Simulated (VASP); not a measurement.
# Cu in VASP: a series of runs

Cu is run at these levels: PBEsol; tasks: single point.

All numbers are computed with VASP 6.6.1; they aren't measurements. Logs are shortened: lines on timing, memory, paths and dates and some standing lists are left out, and cuts for length are marked.

## (1) The cell of the first run

Symmetry: Fm-3m, No. 225, cubic system. The conventional cell has a = 3.686 Å, b = 3.686 Å, c = 3.686 Å, α = 90.00°, β = 90.00°, γ = 90.00°. Within 3.4 Å of Cu (site symmetry m-3m) lie 12 Cu at 2.61 Å.

## (2) Single point, PBEsol (volume scaled by 1.06)

INCAR reads:

```
SYSTEM = Cu
PREC = Accurate
ENCUT = 520
EDIFF = 1E-6
ISMEAR = -1
SIGMA = 0.05
LREAL = .False.
LASPH = .True.
NELM = 100
ALGO = Normal
ISIF = 2
LWAVE = .False.
LCHARG = .False.
GGA = PS
NBANDS = 12
```

KPOINTS reads:

```
Automatic mesh
0
Gamma
  13 13 13
  0 0 0
```

POSCAR reads:

```
Cu
1.0
    0.0000000000      1.8429501765      1.8429501765
    1.8429501765      0.0000000000      1.8429501765
    1.8429501765      1.8429501765      0.0000000000
Cu
1
Direct
    0.0000000000      0.0000000000      0.0000000000
```

Potentials or basis: VASP PAW PBE potentials, release 64 (Cu).

Launch:

```console
$ cat potpaw_PBE.64/Cu/POTCAR > POTCAR
$ mpirun -np 1 vasp_std > vasp.out
```

OUTCAR:

```text
SYSTEM = Cu
   PREC = Accurate
   ENCUT = 520
   EDIFF = 1E-6
   ISMEAR = -1
   LREAL = .False.
   LASPH = .True.
   NELM = 100
   ISIF = 2
   GGA = PS

 ion  position               nearest neighbor table
   1  0.000  0.000  0.000-

  LATTYP: Found a face centered cubic cell.
 ALAT       =     3.6859003530

  Lattice vectors:

 A1 = (   0.0000000000,   1.8429501765,   1.8429501765)
 A2 = (   1.8429501765,   0.0000000000,   1.8429501765)
 A3 = (   1.8429501765,   1.8429501765,   0.0000000000)

Analysis of symmetry for initial positions (statically):
=====================================================================
 Subroutine PRICEL returns:
 Original cell was already a primitive cell.

 Routine SETGRP: Setting up the symmetry group for a
 face centered cubic supercell.

 Subroutine GETGRP returns: Found 48 space group operations
[... 9 lines left out ...]

 Routine SETGRP: Setting up the symmetry group for a
 face centered cubic supercell.

 Subroutine GETGRP returns: Found 48 space group operations
[... 11 lines left out ...]
                                     Primitive cell

  volume of cell :      12.5190

  direct lattice vectors                    reciprocal lattice vectors
     0.000000000  1.842950177  1.842950177    -0.271304133  0.271304133  0.271304133
     1.842950177  0.000000000  1.842950177     0.271304133 -0.271304133  0.271304133
     1.842950177  1.842950177  0.000000000     0.271304133  0.271304133 -0.271304133

  length of vectors
     2.606325134  2.606325134  2.606325134     0.469912543  0.469912543  0.469912543

  position of ions in fractional coordinates (direct lattice)
     0.000000000  0.000000000  0.000000000

  ion indices of the primitive-cell ions
   primitive index   ion index
                 1           1

----------------------------------------------------------------------------------------

 KPOINTS: Automatic mesh

Automatic generation of k-mesh.
 Grid dimensions read from file:
 generate k-points for:   13   13   13

 Generating k-lattice:

  Cartesian coordinates                     Fractional coordinates (reciprocal lattice)
    -0.020869549  0.020869549  0.020869549     0.076923077  0.000000000  0.000000000
     0.020869549 -0.020869549  0.020869549     0.000000000  0.076923077  0.000000000
     0.020869549  0.020869549 -0.020869549     0.000000000  0.000000000  0.076923077

  Length of vectors
     0.036147119  0.036147119  0.036147119

  Shift w.r.t. Gamma in fractional coordinates (k-lattice)
     0.000000000  0.000000000  0.000000000

 Subroutine IBZKPT returns following result:
 ===========================================

 Found     84 irreducible k-points:

 Following reciprocal coordinates:
            Coordinates               Weight
  0.000000  0.000000  0.000000      1.000000
  0.076923  0.000000  0.000000      8.000000
  0.153846  0.000000  0.000000      8.000000
  0.230769  0.000000  0.000000      8.000000
  0.307692  0.000000  0.000000      8.000000
  0.384615  0.000000  0.000000      8.000000
[... 16 lines left out ...]
  0.384615  0.153846  0.000000     24.000000
  0.461538  0.153846  0.000000     24.000000
 [... further k-points ...]
   k-points           NKPTS =     84   k-points in BZ     NKDIM =     84   number of bands    NBANDS=     12
   number of dos      NEDOS =    301   number of ions     NIONS =      1
   total plane-waves  NPLWV =   8000
   dimension x,y,z NGX =    20 NGY =   20 NGZ =   20
   dimension x,y,z NGXF=    40 NGYF=   40 NGZF=   40
   ions per type =               1
   NGX,Y,Z   is equivalent  to a cutoff of  12.76, 12.76, 12.76 a.u.
   NGXF,Y,Z  is equivalent  to a cutoff of  25.51, 25.51, 25.51 a.u.
 SYSTEM =  Cu
   PREC   = accura    normal or accurate (medium, high low for compatibility)
   ISTART =      0    job   : 0-new  1-cont  2-samecut
   ICHARG =      2    charge: 1-file 2-atom 10-const
   ISPIN  =      1    spin polarized calculation?
   LNONCOLLINEAR =      F non collinear calculations
   LSORBIT =      F    spin-orbit coupling
   LASPH  =      T    aspherical Exc in radial PAW
   ENCUT  =  520.0 eV  38.22 Ry    6.18 a.u.   4.85  4.85  4.85*2*pi/ulx,y,z
   NELM   =    100;   NELMIN=  2; NELMDL= -5     # of ELM steps
   EDIFF  = 0.1E-05   stopping-criterion for ELM
   LREAL  =      F    real-space projection
   EDIFFG = 0.1E-04   stopping-criterion for IOM
   NSW    =      0    number of steps for IOM
   IBRION =     -1    ionic relax: 0-MD 1-quasi-New 2-CG
   NFREE  =      0    steps in history (QN), initial steepest desc. (CG)
   ISIF   =      2    stress and relaxation
   ISYM   =      2    0-nonsym 1-usesym 2-fastsym
   POTIM  = 0.5000    time-step for ionic-motion
   TEBEG  =    0.0;   TEEND  =   0.0 temperature during run
   PSTRESS=    0.0 pullay stress
   NELECT =      11.0000    total number of electrons
   NUPDOWN=      -1.0000    fix difference up-down
   EMIN   =  10.00;   EMAX   =-10.00  energy-range for DOS
   EFERMI =   0.00;   METHOD = LEGACY
   ISMEAR =    -1;   SIGMA  =   0.05  broadening in eV -4-tet -1-fermi 0-gaus
   EFERMI_NEDOS =   21; number of points for ismear=-14 and -15
   IALGO  =     38    algorithm
   IMIX   =      4    mixing-type and parameters
     AMIX     =   0.40;   BMIX     =  1.00
     AMIX_MAG =   1.60;   BMIX_MAG =  1.00
  volume/ion in A,a.u.               =      12.52        84.48
  Fermi-wavevector in a.u.,A,eV,Ry     =   1.568010  2.963109 33.452033  2.458655
  Thomas-Fermi vector in A             =   2.670105
   LORBIT       =      0    0 simple, 1 ext, 2 COOP (PROOUT), +10 PAW based schemes
   GGA     = PS    functional components
   LHFCALC =     F    Hartree Fock is set to
   AEXX    =    0.0000 exact exchange contribution
   IVDW    =     0    specifies the selected vdW correction
   LEPSILON=     F    determine dielectric tensor
   LRPA    =     F    only Hartree local field effects (RPA)
 non-spin polarized calculation
  energy-cutoff  :      520.00
  volume of cell :       12.52
 maximum number of plane-waves:       343
   NGX =  9   NGY =  9   NGZ =  9

 number of electron      10.9999987 magnetization

 Free energy of the ion-electron system (eV)
  ---------------------------------------------------
  ext. energy  EPLUGINS =         0.00000000
  ---------------------------------------------------
  free energy    TOTEN  =        -4.26098511 eV

  energy without entropy =       -4.25822171  energy(sigma->0) =       -4.25960341

 E-fermi :   6.8495     XC(G=0): -12.5720

 val. band max:        6.6607631398   @ k =   0.4615   0.2308   0.0000
 cond. band min:       6.8638081604   @ k =   0.4615   0.3077   0.0000
 fundamental gap:      0.2030450206
 Fermi energy:         6.8495004995

 k-point     1 :       0.0000    0.0000    0.0000
  band No.  band energies     occupation
      1      -2.2504      2.00000
      2       3.8423      2.00000
      3       3.8423      2.00000
      4       3.8423      2.00000
      5       4.6019      2.00000
      6       4.6019      2.00000
      7      28.8160      0.00000
      8      30.9839      0.00000
      9      30.9840      0.00000
     10      30.9840      0.00000
     11      33.4300      0.00000
     12      33.4300      0.00000

 k-point     2 :       0.0769    0.0000    0.0000
  band No.  band energies     occupation
      1      -2.0440      2.00000
      2       3.8015      2.00000
      3       3.8790      2.00000
      4       3.8790      2.00000
      5       4.5882      2.00000
      6       4.5882      2.00000
      7      27.2051      0.00000
      8      29.5262      0.00000
      9      30.3775      0.00000
     10      30.3775      0.00000
     11      34.3395      0.00000
     12      34.3395      0.00000

 k-point     3 :       0.1538    0.0000    0.0000
  band No.  band energies     occupation
      1      -1.4379      2.00000
      2       3.7021      2.00000
      3       3.9585      2.00000
      4       3.9585      2.00000
      5       4.5754      2.00000
      6       4.5754      2.00000
      7      23.3713      0.00000
      8      29.1910      0.00000
      9      29.4708      0.00000
     10      29.4708      0.00000
     11      35.3726      0.00000
     12      35.8294      0.00000

 k-point     4 :       0.2308    0.0000    0.0000
  band No.  band energies     occupation
      1      -0.4849      2.00000
      2       3.6171      2.00000
      3       3.9936      2.00000
      4       3.9936      2.00000
      5       4.6424      2.00000
      6       4.6424      2.00000
      7      19.5516      0.00000
      8      28.7401      0.00000
      9      28.7401      0.00000
     10      28.7640      0.00000
     11      34.6526      0.00000
     12      34.6526      0.00000

 k-point     5 :       0.3077    0.0000    0.0000
  band No.  band energies     occupation
      1       0.6549      2.00000
      2       3.7161      2.00000
      3       3.9448      2.00000
      4       3.9448      2.00000
      5       4.8106      2.00000
      6       4.8106      2.00000
      7      16.0087      0.00000
      8      28.1924      0.00000
      9      28.2398      0.00000
     10      28.2398      0.00000
     11      32.9440      0.00000
     12      32.9440      0.00000
[... 228 lines left out ...]
      1      -0.4706      2.00000
      2       3.4229      2.00000
      3       4.1010      2.00000
      4       4.1913      2.00000
      5       4.3980      2.00000
      6       4.7754      2.00000
      7      22.6005      0.00000
      8      25.0022      0.00000
      9      26.5602      0.00000
     10      28.2180      0.00000
     11      30.3356      0.00000
     12      38.0562      0.00000

 k-point    22 :       0.3077    0.1538    0.0000
  band No.  band energies     occupation
      1       0.5148      2.00000
      2       3.3280      2.00000
      3       3.9433      2.00000
      4       4.2171      2.00000
      5       4.7373      2.00000
      6       4.9033      2.00000
      7      18.8967      0.00000
      8      24.2784      0.00000
      9      25.7765      0.00000
     10      27.0453      0.00000
     11      32.2125      0.00000
     12      37.3385      0.00000

 k-point    23 :       0.3846    0.1538    0.0000
  band No.  band energies     occupation
      1       1.5431      2.00000
      2       3.3706      2.00000
      3       3.8000      2.00000
      4       4.1680      2.00000
      5       5.0519      2.00000
      6       5.3254      2.00000
      7      15.4663      0.00000
      8      23.9872      0.00000
      9      24.3495      0.00000
     10      26.4678      0.00000
     11      35.0013      0.00000
     12      36.6592      0.00000

 k-point    24 :       0.4615    0.1538    0.0000
  band No.  band energies     occupation
      1       2.1575      2.00000
      2       3.5295      2.00000
      3       3.8560      2.00000
      4       4.0999      2.00000
      5       5.1358      2.00000
      6       6.3660      1.99987
      7      12.4558      0.00000
      8      22.9489      0.00000
      9      24.1613      0.00000
     10      26.3768      0.00000
     11      35.7795      0.00000
     12      35.9868      0.00000

 [... further k-points ...]
[... 5 lines left out ...]
  --------------------------------------------------------------------------------------
  -------------------------------------------------------------------------------------
  Total       -0.9887326     -0.9887326     -0.9887326      0.0000000     -0.0000000      0.0000000
  in kB     -126.5373216   -126.5373216   -126.5373216      0.0000000     -0.0000000      0.0000000
  external PRESSURE =    -126.5373216 kB  Pullay stress =       0.0000000 kB

 VOLUME and BASIS-vectors are now :
 -----------------------------------------------------------------------------
  energy-cutoff  :      520.00
  volume of cell :       12.52
      direct lattice vectors                 reciprocal lattice vectors
     0.000000000  1.842950177  1.842950177    -0.271304133  0.271304133  0.271304133
     1.842950177  0.000000000  1.842950177     0.271304133 -0.271304133  0.271304133
     1.842950177  1.842950177  0.000000000     0.271304133  0.271304133 -0.271304133

 POSITION                                       TOTAL-FORCE (eV/Angst)
 -----------------------------------------------------------------------------------
      0.00000      0.00000      0.00000        -0.000000     -0.000000     -0.000000
 -----------------------------------------------------------------------------------
    total drift:                                0.000000      0.000000      0.000000

  FREE ENERGIE OF THE ION-ELECTRON SYSTEM (eV)
  ---------------------------------------------------
  free  energy   TOTEN  =        -4.2609851082 eV

  energy  without entropy=       -4.2582217109  energy(sigma->0) =       -4.25960341
```

Run time: 22 s. Hardware: 1 thread of Intel Xeon 8259CL, shared host; peak memory 0.13 GiB.

Results:

```yaml
Free_energy: -4.2610 eV
Pressure: -12.7 GPa
```

Caveat: the PAW data sets were made with another functional, which shifts forces and pressure a little.

## (3) Single point, PBEsol (the cell strained at random)

INCAR reads:

```
SYSTEM = Cu
ALGO = Fast
EDIFF = 1E-6
ENCUT = 520
GGA = PS
ISIF = 2
ISMEAR = -1
LASPH = .True.
LCHARG = .False.
LREAL = .False.
LWAVE = .False.
NBANDS = 12
NELM = 80
PREC = Accurate
SIGMA = 0.05
```

KPOINTS reads:

```
k-points
0
Gamma
  13 13 13
  0 0 0
```

POSCAR reads:

```
Cu
1.0
   -0.0085780000      1.7957520000      1.8016880000
    1.8229500000     -0.0240520000      1.8171630000
    1.7953260000      1.7836020000      0.0035720000
Cu
1
Direct
    0.0014560000     -0.0242930000      0.0293210000
```

Potentials or basis: VASP PAW PBE potentials, release 64 (Cu).

Launch:

```console
$ cat potpaw_PBE.64/Cu/POTCAR > POTCAR
$ mpirun -np 1 vasp_std > vasp.out
```

Run time: 4.1 min. Hardware: 1 thread of Intel Xeon 8259CL, shared host; peak memory 0.26 GiB.

The run converged. Its results:

* Free energy: -4.3010 eV
* Pressure: -5.9 GPa

Stress tensor (GPa, compression positive):
```
-5.95  1.51 -0.75
 1.51 -5.64  0.53
-0.75  0.53 -6.06
```

Levels at points of the mesh, in eV from the Fermi level:
```csv
k point,band 3,band 4,band 5,band 6,band 7,band 8
"(0.00, 0.00, 0.00)",-3.16,-3.12,-2.35,-2.32,22.35,24.50
```

Caveat: the cell differs from its parent crystal (the cell strained at random); the PAW data sets were made with another functional, which shifts forces and pressure a little.
